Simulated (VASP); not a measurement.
**TiO2: single point with PBEsol**

TiO2:

```
Ti O
1.0
     1.49733    0.86448    6.98154
    -1.49733    0.86448    6.98154
     0.00000   -1.72897    6.98154
Ti O
1 2
Direct
  0.00000 0.00000 0.00000
  0.37953 0.37953 0.37953
  0.62047 0.62047 0.62047
```

```yaml
Program: VASP 6.6.1
Task: single point
Functional: PBEsol
Potentials_or_basis: VASP PAW PBE potentials, release 64 (Ti_sv, O)
Cutoff: 520 eV
k_mesh: 6 × 6 × 6
Occupations: fermi-dirac, width 0.05 eV
Spin: no spin polarisation
```

```json
{"Pressure": "-3.9 GPa", "Largest force": "0.387 eV/Å", "Band gap on the k mesh": "2.65 eV (least direct gap 2.83 eV)"}
```

Forces on the atoms (eV/Å):
```
Ti   0.000  0.000  0.000
O    0.000  0.000 -0.387
O    0.000  0.000  0.387
```

Stress tensor (GPa, compression positive):
```
-4.62  0.00  0.00
 0.00 -4.62  0.00
 0.00  0.00 -2.36
```

Levels at points of the mesh, in eV from the valence-band top:
```
           k point  band 8  band 9  band 10  band 11  band 12  band 13  band 14  band 15  band 16  band 17
(0.00, 0.00, 0.00)   -3.61   -3.61    -0.61    -0.17    -0.17     2.65     2.65     4.36     6.86     6.86
(0.50, 0.00, 0.00)   -2.77   -2.56    -1.67    -1.21    -0.64     2.90     3.70     3.77     6.31     6.75
(0.50, 0.50, 0.00)   -2.77   -2.56    -1.68    -1.21    -0.63     2.90     3.70     3.76     6.29     6.75
(0.50, 0.50, 0.50)   -3.61   -3.61    -0.67    -0.17    -0.17     2.65     2.65     4.37     6.86     6.86
```

Wall time 4.5 min on 1 thread of Intel Xeon 8259CL, with other jobs on the host, peak memory 0.39 GiB.

Caveat: the cell stands under tension; the PAW data sets were made with another functional, which shifts forces and pressure a little. A k mesh can miss the band edges.
